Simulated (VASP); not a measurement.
# GaP (F-43m) in VASP: notebook

GaP is run at these levels: PBE+D3(BJ); tasks: single point, relaxation of cell and atoms.

Program: VASP 6.6.1. These are calculated values, not measurements. Logs are shortened: lines on timing, memory, paths and dates and some standing lists are left out, and cuts for length are marked.

## Step 1: The cell of the first run

Symmetry: F-43m, No. 216, cubic system. The conventional cell has a = 5.452 Å, b = 5.452 Å, c = 5.452 Å, α = 90.00°, β = 90.00°, γ = 90.00°. Within 3.1 Å of Ga (site symmetry -43m) lie 4 P at 2.36 Å. P (site symmetry -43m) has 4 Ga at 2.36 Å within 3.1 Å.

## Step 2: Single point, PBE+D3(BJ)

The input, INCAR:

```
SYSTEM = GaP
PREC = Accurate
ENCUT = 500
EDIFF = 1E-6
ISMEAR = 0
SIGMA = 0.1
LREAL = .False.
LASPH = .True.
NELM = 120
ALGO = Normal
ISIF = 2
LWAVE = .False.
LCHARG = .False.
GGA = PE
IVDW = 12
NBANDS = 16
GGA_COMPAT = .False.
```

The input, KPOINTS:

```
regular mesh
0
Gamma
  6 6 6
  0 0 0
```

The input, POSCAR:

```
GaP
1.0
    0.0000000000      2.7258124400      2.7258124400
    2.7258124400      0.0000000000      2.7258124400
    2.7258124400      2.7258124400      0.0000000000
Ga P
1 1
Direct
    0.0000000000      0.0000000000      0.0000000000
    0.2500000000      0.2500000000      0.2500000000
```

Potentials or basis: VASP PAW PBE potentials, release 64 (Ga_d, P).

Launch:

```
$ cat potpaw_PBE.64/Ga_d/POTCAR potpaw_PBE.64/P/POTCAR > POTCAR
$ mpirun -np 1 vasp_std > vasp.out
```

OUTCAR:

```text
SYSTEM = GaP
   PREC = Accurate
   ENCUT = 500
   EDIFF = 1E-6
   ISMEAR = 0
   LREAL = .False.
   LASPH = .True.
   NELM = 120
   ISIF = 2
   GGA = PE
   IVDW = 12
 IVDW          = 12

 ion  position               nearest neighbor table
   1  0.000  0.000  0.000-   2 2.36   2 2.36   2 2.36   2 2.36
   2  0.250  0.250  0.250-   1 2.36   1 2.36   1 2.36   1 2.36

  LATTYP: Found a face centered cubic cell.
 ALAT       =     5.4516248800

  Lattice vectors:

 A1 = (   0.0000000000,   2.7258124400,   2.7258124400)
 A2 = (   2.7258124400,   0.0000000000,   2.7258124400)
 A3 = (   2.7258124400,   2.7258124400,   0.0000000000)

Analysis of symmetry for initial positions (statically):
=====================================================================
 Subroutine PRICEL returns:
 Original cell was already a primitive cell.

 Routine SETGRP: Setting up the symmetry group for a
 face centered cubic supercell.

 Subroutine GETGRP returns: Found 24 space group operations
 (whereof 24 operations were pure point group operations)
 out of a pool of 48 trial point group operations.

The static configuration has the point symmetry T_d .

Analysis of symmetry for dynamics (positions and initial velocities):
=====================================================================
 Subroutine PRICEL returns:
 Original cell was already a primitive cell.

 Routine SETGRP: Setting up the symmetry group for a
 face centered cubic supercell.

 Subroutine GETGRP returns: Found 24 space group operations
 (whereof 24 operations were pure point group operations)
 out of a pool of 48 trial point group operations.

The dynamic configuration has the point symmetry T_d .

 Subroutine INISYM returns: Found 24 space group operations
 (whereof 24 operations are pure point group operations),
 and found     1 'primitive' translations

----------------------------------------------------------------------------------------

                                     Primitive cell

  volume of cell :      40.5059

  direct lattice vectors                    reciprocal lattice vectors
     0.000000000  2.725812440  2.725812440    -0.183431550  0.183431550  0.183431550
     2.725812440  0.000000000  2.725812440     0.183431550 -0.183431550  0.183431550
     2.725812440  2.725812440  0.000000000     0.183431550  0.183431550 -0.183431550

  length of vectors
     3.854880921  3.854880921  3.854880921     0.317712764  0.317712764  0.317712764

  position of ions in fractional coordinates (direct lattice)
     0.000000000  0.000000000  0.000000000
     0.250000000  0.250000000  0.250000000

  ion indices of the primitive-cell ions
   primitive index   ion index
                 1           1
                 2           2

----------------------------------------------------------------------------------------

 KPOINTS: regular mesh

Automatic generation of k-mesh.
 Grid dimensions read from file:
 generate k-points for:    6    6    6

 Generating k-lattice:

  Cartesian coordinates                     Fractional coordinates (reciprocal lattice)
    -0.030571925  0.030571925  0.030571925     0.166666667  0.000000000  0.000000000
     0.030571925 -0.030571925  0.030571925     0.000000000  0.166666667  0.000000000
     0.030571925  0.030571925 -0.030571925     0.000000000  0.000000000  0.166666667

  Length of vectors
     0.052952127  0.052952127  0.052952127

  Shift w.r.t. Gamma in fractional coordinates (k-lattice)
     0.000000000  0.000000000  0.000000000

 Subroutine IBZKPT returns following result:
 ===========================================

 Found     16 irreducible k-points:

 Following reciprocal coordinates:
            Coordinates               Weight
  0.000000  0.000000  0.000000      1.000000
  0.166667  0.000000  0.000000      8.000000
  0.333333  0.000000  0.000000      8.000000
  0.500000  0.000000  0.000000      4.000000
  0.166667  0.166667  0.000000      6.000000
  0.333333  0.166667  0.000000     24.000000
[... 8 lines left out ...]
 -0.333333  0.333333  0.166667     24.000000
 -0.333333  0.500000  0.166667     12.000000
   k-points           NKPTS =     16   k-points in BZ     NKDIM =     16   number of bands    NBANDS=     16
   number of dos      NEDOS =    301   number of ions     NIONS =      2
   total plane-waves  NPLWV =  21952
   dimension x,y,z NGX =    28 NGY =   28 NGZ =   28
   dimension x,y,z NGXF=    56 NGYF=   56 NGZF=   56
   ions per type =               1   1
   NGX,Y,Z   is equivalent  to a cutoff of  12.08, 12.08, 12.08 a.u.
   NGXF,Y,Z  is equivalent  to a cutoff of  24.15, 24.15, 24.15 a.u.
 SYSTEM =  GaP
   PREC   = accura    normal or accurate (medium, high low for compatibility)
   ISTART =      0    job   : 0-new  1-cont  2-samecut
   ICHARG =      2    charge: 1-file 2-atom 10-const
   ISPIN  =      1    spin polarized calculation?
   LNONCOLLINEAR =      F non collinear calculations
   LSORBIT =      F    spin-orbit coupling
   LASPH  =      T    aspherical Exc in radial PAW
   ENCUT  =  500.0 eV  36.75 Ry    6.06 a.u.   7.03  7.03  7.03*2*pi/ulx,y,z
   NELM   =    120;   NELMIN=  2; NELMDL= -5     # of ELM steps
   EDIFF  = 0.1E-05   stopping-criterion for ELM
   LREAL  =      F    real-space projection
   EDIFFG = 0.1E-04   stopping-criterion for IOM
   NSW    =      0    number of steps for IOM
   IBRION =     -1    ionic relax: 0-MD 1-quasi-New 2-CG
   NFREE  =      0    steps in history (QN), initial steepest desc. (CG)
   ISIF   =      2    stress and relaxation
   ISYM   =      2    0-nonsym 1-usesym 2-fastsym
   POTIM  = 0.5000    time-step for ionic-motion
   TEBEG  =    0.0;   TEEND  =   0.0 temperature during run
   PSTRESS=    0.0 pullay stress
   NELECT =      18.0000    total number of electrons
   NUPDOWN=      -1.0000    fix difference up-down
   EMIN   =  10.00;   EMAX   =-10.00  energy-range for DOS
   EFERMI =   0.00;   METHOD = LEGACY
   ISMEAR =     0;   SIGMA  =   0.10  broadening in eV -4-tet -1-fermi 0-gaus
   EFERMI_NEDOS =   21; number of points for ismear=-14 and -15
   IALGO  =     38    algorithm
   IMIX   =      4    mixing-type and parameters
     AMIX     =   0.40;   BMIX     =  1.00
     AMIX_MAG =   1.60;   BMIX_MAG =  1.00
  volume/ion in A,a.u.               =      20.25       136.67
[... 48 lines left out ...]
      2      -9.8967      2.00000
      3      -9.8967      2.00000
      4      -9.8050      2.00000
      5      -9.8050      2.00000
      6      -7.4800      2.00000
[... 8 lines left out ...]
     15      13.6172      0.00000
     16      14.7046      0.00000

 k-point     3 :       0.3333    0.0000    0.0000
  band No.  band energies     occupation
      1      -9.9674      2.00000
      2      -9.8841      2.00000
      3      -9.8841      2.00000
      4      -9.8015      2.00000
      5      -9.8015      2.00000
      6      -6.5336      2.00000
[... 8 lines left out ...]
     15      14.2960      0.00000
     16      14.3499      0.00000

 k-point     4 :       0.5000    0.0000    0.0000
  band No.  band energies     occupation
      1      -9.9856      2.00000
      2      -9.8798      2.00000
      3      -9.8798      2.00000
      4      -9.7978      2.00000
      5      -9.7978      2.00000
      6      -5.7712      2.00000
[... 8 lines left out ...]
     15      16.3353      0.00000
     16      16.3353      0.00000

 k-point     5 :       0.1667    0.1667    0.0000
  band No.  band energies     occupation
      1      -9.9410      2.00000
      2      -9.8888      2.00000
      3      -9.8888      2.00000
      4      -9.8125      2.00000
      5      -9.7997      2.00000
      6      -7.3619      2.00000
[... 8 lines left out ...]
     15      14.8675      0.00000
     16      15.5165      0.00000

 k-point     6 :       0.3333    0.1667    0.0000
  band No.  band energies     occupation
      1      -9.9714      2.00000
      2      -9.8778      2.00000
      3      -9.8744      2.00000
      4      -9.8161      2.00000
      5      -9.7953      2.00000
      6      -6.6005      2.00000
[... 8 lines left out ...]
     15      15.3822      0.00000
     16      16.3038      0.00000

 k-point     7 :       0.5000    0.1667    0.0000
  band No.  band energies     occupation
      1      -9.9889      2.00000
      2      -9.8748      2.00000
      3      -9.8686      2.00000
      4      -9.8092      2.00000
      5      -9.7955      2.00000
      6      -5.6296      2.00000
[... 8 lines left out ...]
     15      16.3528      0.00000
     16      16.9347      0.00000

 k-point     8 :      -0.3333    0.1667    0.0000
  band No.  band energies     occupation
      1      -9.9815      2.00000
      2      -9.8768      2.00000
      3      -9.8734      2.00000
      4      -9.8041      2.00000
      5      -9.8019      2.00000
      6      -5.9146      2.00000
[... 8 lines left out ...]
     15      15.4486      0.00000
     16      17.0853      0.00000

 k-point     9 :      -0.1667    0.1667    0.0000
  band No.  band energies     occupation
      1      -9.9541      2.00000
      2      -9.8874      2.00000
      3      -9.8840      2.00000
      4      -9.8088      2.00000
      5      -9.8011      2.00000
      6      -6.9203      2.00000
[... 8 lines left out ...]
     15      14.9080      0.00000
     16      16.2961      0.00000

 k-point    10 :       0.3333    0.3333    0.0000
  band No.  band energies     occupation
      1      -9.9978      2.00000
      2      -9.8563      2.00000
      3      -9.8563      2.00000
      4      -9.8307      2.00000
      5      -9.7889      2.00000
      6      -6.0715      2.00000
[... 8 lines left out ...]
     15      16.0516      0.00000
     16      19.0909      0.00000

 k-point    11 :       0.5000    0.3333    0.0000
  band No.  band energies     occupation
      1     -10.0083      2.00000
      2      -9.8542      2.00000
      3      -9.8481      2.00000
      4      -9.8297      2.00000
      5      -9.7886      2.00000
      6      -5.2118      2.00000
[... 8 lines left out ...]
     15      16.5730      0.00000
     16      17.9220      0.00000

 k-point    12 :      -0.3333    0.3333    0.0000
  band No.  band energies     occupation
      1      -9.9975      2.00000
      2      -9.8662      2.00000
      3      -9.8549      2.00000
      4      -9.8160      2.00000
      5      -9.7982      2.00000
      6      -5.1094      2.00000
[... 8 lines left out ...]
     15      14.2358      0.00000
     16      19.7025      0.00000

 k-point    13 :       0.5000    0.5000    0.0000
  band No.  band energies     occupation
      1     -10.0215      2.00000
      2      -9.8408      2.00000
      3      -9.8394      2.00000
      4      -9.8394      2.00000
      5      -9.7835      2.00000
      6      -4.8717      2.00000
[... 8 lines left out ...]
     15      17.0471      0.00000
     16      17.6469      0.00000

 k-point    14 :       0.5000    0.3333    0.1667
  band No.  band energies     occupation
      1      -9.9908      2.00000
      2      -9.8702      2.00000
      3      -9.8592      2.00000
      4      -9.8192      2.00000
      5      -9.7943      2.00000
      6      -5.7583      2.00000
[... 8 lines left out ...]
     15      16.4679      0.00000
     16      17.9176      0.00000

 k-point    15 :      -0.3333    0.3333    0.1667
  band No.  band energies     occupation
      1      -9.9969      2.00000
      2      -9.8702      2.00000
      3      -9.8525      2.00000
      4      -9.8158      2.00000
      5      -9.7975      2.00000
      6      -5.1070      2.00000
[... 8 lines left out ...]
     15      17.1213      0.00000
     16      17.4269      0.00000

 k-point    16 :      -0.3333    0.5000    0.1667
  band No.  band energies     occupation
      1     -10.0077      2.00000
      2      -9.8589      2.00000
      3      -9.8445      2.00000
      4      -9.8256      2.00000
      5      -9.7920      2.00000
      6      -4.8033      2.00000
[... 8 lines left out ...]
     15      16.5536      0.00000
     16      18.2533      0.00000

------------------------ aborting loop because EDIFF is reached ----------------------------------------

 Edisp (eV)   -0.63257

 E8    (eV) :    -0.2683

  FORCE on cell =-STRESS in cart. coord.  units (eV):
  Direction    XX          YY          ZZ          XY          YZ          ZX
  --------------------------------------------------------------------------------------
  -------------------------------------------------------------------------------------
  Total      -0.08340    -0.08340    -0.08340     0.00000     0.00000     0.00000
  in kB      -3.29873    -3.29873    -3.29873     0.00000     0.00000     0.00000
  external pressure =       -3.30 kB  Pullay stress =        0.00 kB

 VOLUME and BASIS-vectors are now :
 -----------------------------------------------------------------------------
  energy-cutoff  :      500.00
  volume of cell :       40.51
      direct lattice vectors                 reciprocal lattice vectors
     0.000000000  2.725812440  2.725812440    -0.183431550  0.183431550  0.183431550
     2.725812440  0.000000000  2.725812440     0.183431550 -0.183431550  0.183431550
     2.725812440  2.725812440  0.000000000     0.183431550  0.183431550 -0.183431550

 POSITION                                       TOTAL-FORCE (eV/Angst)
 -----------------------------------------------------------------------------------
      0.00000      0.00000      0.00000         0.000000     -0.000000     -0.000000
      1.36291      1.36291      1.36291        -0.000000      0.000000      0.000000
 -----------------------------------------------------------------------------------
    total drift:                                0.000001      0.000001      0.000001

  FREE ENERGIE OF THE ION-ELECTRON SYSTEM (eV)
  ---------------------------------------------------
  free  energy   TOTEN  =        -9.7352293816 eV

  energy  without entropy=       -9.7352293816  energy(sigma->0) =       -9.73522938
```

It took 18 s on 1 thread of AMD EPYC 7R13, shared host; peak memory 0.13 GiB.

Results:

```
Free energy                : -9.7352 eV
Pressure                   : -0.3 GPa
Band gap on the k mesh     : 1.65 eV, indirect (least direct gap 1.82 eV)
Dispersion energy per atom : -0.316 eV
```

A k mesh can miss the band edges. PBE gaps usually lie below the measured ones, often by a third to a half.

## Step 3: Single point, PBE+D3(BJ)

This run uses another cell than the first one, of 20.19 Å³/atom, 0.997 times its volume.

The input, INCAR:

```
PREC = Accurate ; ENCUT = 500
EDIFF = 1E-6 ; ISMEAR = 0
SIGMA = 0.02 ; LREAL = False
LASPH = True ; NELM = 120
ALGO = Normal ; ISIF = 2
LWAVE = False ; LCHARG = False
GGA = PE ; IVDW = 12
NBANDS = 16 ; GGA_COMPAT = False
```

The input, KPOINTS:

```
Automatic mesh
0
Gamma
  8 8 8
```

The input, POSCAR:

```
GaP
1.0
    0.0000000000      2.7229189266      2.7229189266
    2.7229189266      0.0000000000      2.7229189266
    2.7229189266      2.7229189266      0.0000000000
Ga P
1 1
Direct
    0.0000000000      0.0000000000      0.0000000000
    0.2500000000      0.2500000000      0.2500000000
```

Potentials or basis: VASP PAW PBE potentials, release 64 (Ga_d, P).

Launch:

```
$ cat potpaw_PBE.64/Ga_d/POTCAR potpaw_PBE.64/P/POTCAR > POTCAR
$ mpirun -np 1 vasp_std > vasp.out
```

Run time: 33 s. Hardware: 1 thread of AMD EPYC 7R13, shared host; peak memory 0.13 GiB.

It converged, with:

```yaml
Free_energy: -9.7491 eV
Pressure: -0.1 GPa
Band_gap_on_the_k_mesh: 1.64 eV, indirect (least direct gap 1.85 eV)
Dispersion_energy_per_atom: -0.317 eV
```

Levels at points of the mesh, in eV from the valence-band top:
```tsv
k point	band 5	band 6	band 7	band 8	band 9	band 10	band 11	band 12	band 13	band 14
(0.00, 0.00, 0.00)	-14.45	-12.51	0.00	0.00	0.00	1.85	3.89	3.89	3.89	8.82
(0.50, 0.00, 0.00)	-14.45	-10.44	-6.65	-1.12	-1.12	1.68	4.72	4.72	8.29	10.91
(0.50, 0.50, 0.00)	-14.43	-9.53	-6.76	-2.69	-2.69	1.65	1.82	10.62	10.62	11.22
```

A k mesh can miss the band edges. PBE gaps usually lie below the measured ones, often by a third to a half.

## Step 4: Relaxation of cell and atoms, PBE+D3(BJ)

The input, INCAR:

```
PREC = Accurate
ENCUT = 500
EDIFF = 1E-7
ISMEAR = 0
SIGMA = 0.02
LREAL = False
LASPH = True
NELM = 120
ALGO = Normal
ISIF = 3
LWAVE = False
LCHARG = False
GGA = PE
IVDW = 12
IBRION = 2
NSW = 100
EDIFFG = -0.01
GGA_COMPAT = False
NELMIN = 4
```

KPOINTS is that of step 3.

The input, POSCAR:

```
GaP
1.0
    0.0000000000      2.7258124400      2.7258124400
    2.7258124400      0.0000000000      2.7258124400
    2.7258124400      2.7258124400      0.0000000000
Ga P
1 1
Direct
    0.0000000000      0.0000000000      0.0000000000
    0.2500000000      0.2500000000      0.2500000000
```

Launch:

```
$ cat potpaw_PBE.64/Ga_d/POTCAR potpaw_PBE.64/P/POTCAR > POTCAR
$ mpirun -np 1 vasp_std > vasp.out
```

It took 69 s on 1 thread of AMD EPYC 7R13, shared host; peak memory 0.14 GiB.

It converged, with:

| Item | Value |
| --- | --- |
| Free energy | -9.7491 eV |
| Relaxed volume | 20.18 Å³/atom |
| Relaxed cell | a = 3.850 Å, b = 3.850 Å, c = 3.850 Å, α = 60.00°, β = 60.00°, γ = 60.00° |
| Space group after relaxing (to 0.05 Å) | F-43m (No. 216) |
| Energy gained by relaxing | 0.1 meV/atom |
| Ionic steps | 3 |
| Pressure after relaxing | 0.0 GPa |
| Band gap on the k mesh | 1.64 eV, indirect (least direct gap 1.85 eV) |
| Dispersion energy per atom | -0.318 eV |

Step by step:
```csv
step,energy change (eV),largest force (eV/Å),pressure (GPa),volume (Å³)
1,0.0000,0.0000,-0.30,40.51
2,-0.0001,0.0000,0.19,40.29
3,-0.0001,0.0000,0.01,40.36
```

Final structure:
```cif
data_structure
_symmetry_space_group_name_H-M 'P 1'
_symmetry_Int_Tables_number 1
_cell_length_a 3.8501
_cell_length_b 3.8501
_cell_length_c 3.8501
_cell_angle_alpha 60.000
_cell_angle_beta 60.000
_cell_angle_gamma 60.000
_cell_volume 40.36
loop_
_atom_site_label
_atom_site_type_symbol
_atom_site_fract_x
_atom_site_fract_y
_atom_site_fract_z
_atom_site_occupancy
Ga1 Ga 0.00000 0.00000 0.00000 1
P1 P 0.25000 0.25000 0.25000 1
```

Levels at points of the mesh, in eV from the valence-band top:
| k point | band 5 | band 6 | band 7 | band 8 | band 9 | band 10 | band 11 | band 12 | band 13 |
| --- | --- | --- | --- | --- | --- | --- | --- | --- | --- |
| (0.00, 0.00, 0.00) | -14.46 | -12.52 | 0.00 | 0.00 | 0.00 | 1.85 | 3.89 | 3.89 | 3.89 |
| (0.50, 0.00, 0.00) | -14.45 | -10.44 | -6.65 | -1.12 | -1.12 | 1.68 | 4.72 | 4.72 | 8.29 |
| (0.50, 0.50, 0.00) | -14.43 | -9.54 | -6.77 | -2.69 | -2.69 | 1.65 | 1.82 | 10.62 | 10.62 |

## Step 5: Summary

| task | cell | k mesh | smearing | gap on the mesh (eV) | pressure (GPa) |
| --- | --- | --- | --- | --- | --- |
| single point | a = 3.855 Å, angles 60.0°, 2 atoms | 6 × 6 × 6 | gaussian 0.1 eV | 1.65 | -0.3 |
| single point | a = 3.851 Å, angles 60.0°, 2 atoms | 8 × 8 × 8 | gaussian 0.02 eV | 1.64 | -0.1 |
| relaxation of cell and atoms | relaxed from a = 3.855 Å, angles 60.0°, 2 atoms | 8 × 8 × 8 | gaussian 0.02 eV | 1.64 | 0.0 |

Alike in all rows: level PBE+D3(BJ); potentials or basis VASP PAW PBE potentials, release 64 (Ga_d, P); no spin polarisation; cutoff (eV) 500.

Absolute energies hang on the potentials; compare differences alone.
